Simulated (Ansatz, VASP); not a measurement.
**One calculation of Be2SbP3, two programs**

```
Be Sb P
1.0
     6.62878    0.00000    0.00000
    -3.31439    5.74069    0.00000
     0.00000    0.00000    5.31762
Be Sb P
4 2 6
Direct
  0.00000 0.00000 0.00000
  0.00000 0.50000 0.00000
  0.50000 0.00000 0.00000
  0.50000 0.50000 0.00000
  0.66667 0.33333 0.64265
  0.33333 0.66667 0.35735
  0.83053 0.16947 0.21435
  0.83053 0.66107 0.21435
  0.33893 0.16947 0.21435
  0.66107 0.83053 0.78565
  0.16947 0.83053 0.78565
  0.16947 0.33893 0.78565
```

Change from the starting cell: species swapped into the TlPd2Se3 type (P-3m1, No. 164).

Alike in both runs: task relaxation of cell and atoms; functional PBE; k mesh 3 × 3 × 4; occupations gaussian, width 0.1 eV; no spin polarisation.

|  | VASP | Ansatz |
| --- | --- | --- |
| version | VASP 6.6.1 | Ansatz 0.2.0 |
| potentials or method | VASP PAW PBE potentials, release 64 (Be, Sb, P), cutoff 600 eV | scalar-relativistic, plane waves, PAW |
| valence electrons in the cell | 48 | 68 |

|  | VASP | Ansatz | Ansatz less VASP |
| --- | --- | --- | --- |
| gap on the k mesh at the Fermi level, each at its own relaxed structure (eV) | none | none | - |
| relaxed volume (Å³/atom) | 17.36 | 17.44 | +0.079 |
| relaxed length of the cell vector where the two differ most in proportion (Å) | 6.710 | 6.721 | +0.0108 |

A gap of «none» marks a metal or a gap that the smearing closes. VASP's potentials hold 48 valence electrons a cell and Ansatz's 68, so a difference there can come from the potentials and not from the codes.

The k mesh is coarse, so the values compare programs but aren't converged. Neither program's run includes spin-orbit coupling.
